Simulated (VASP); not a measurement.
Crystal: WO.

```
W O
1.0
     0.00000    2.41259    2.41259
     2.41259    0.00000    2.41259
     2.41259    2.41259    0.00000
W O
1 1
Direct
  0.00000 0.00000 0.00000
  0.25000 0.25000 0.25000
```

```yaml
Program: VASP 6.6.1
Task: relaxation of cell and atoms
Functional: PBE
Potentials_or_basis: VASP PAW PBE potentials, release 64 (W_sv, O)
Cutoff: 600 eV
k_mesh: 10 × 10 × 10
Occupations: gaussian, width 0.02 eV
Spin: collinear spin, ferromagnetic start
Starting_moments: "[1.13, 0.0] μB"
Hubbard_terms: W d U = 6.2 eV
```

At the start: pressure 5.8 GPa; volume 14.04 Å³/atom.

Q: Where does the relaxation end?

A: Over 3 steps the energy falls by 7.1 meV/atom and the volume is 14.45 Å³/atom (+2.9 %); space group F-43m (No. 216, to 0.05 Å); moment 2.00 μB per cell.

The path:
```csv
step,energy change (eV),largest force (eV/Å),pressure (GPa),volume (Å³)
1,0.0000,0.0000,5.76,28.09
2,0.0171,0.0000,-7.47,30.19
3,-0.0142,0.0000,-0.06,28.91
```

Final structure:
```
W O
1.0
     0.00000    2.43588    2.43588
     2.43588    0.00000    2.43588
     2.43588    2.43588    0.00000
W O
1 1
Cartesian
  0.0000 0.0000 0.0000
  1.2179 1.2179 1.2179
```
